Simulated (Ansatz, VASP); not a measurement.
Pd: VASP beside Ansatz

```
CELL_PARAMETERS angstrom
0.00000 2.86965 2.86965
2.86965 0.00000 2.86965
2.86965 2.86965 0.00000
ATOMIC_POSITIONS crystal
Pd 0.12500 0.12500 0.12500
Pd 0.87500 0.87500 0.87500
```

Alike in both runs: task single point; functional r2SCAN; k mesh 11 × 11 × 11; occupations fermi-dirac, width 0.1 eV; no spin polarisation.

```csv
,VASP,Ansatz
version,VASP 6.6.1,Ansatz 0.2.0
potentials or method,"VASP PAW PBE potentials, release 64 (Pd), cutoff 520 eV","plane waves (500 eV) with PAW, scalar-relativistic"
valence electrons in the cell,20,36
```

Ansatz gave:

```
pressure (GPa) : 0.1
```

What did VASP give for the same quantities?

Pressure (GPa): 0.0.

VASP's potentials were made for PBE, not for r2SCAN. The functional is the same, so the differences come from potentials, cutoffs and numerics. VASP's potentials hold 20 valence electrons a cell and Ansatz's 36, so a difference there can come from the potentials and not from the codes.
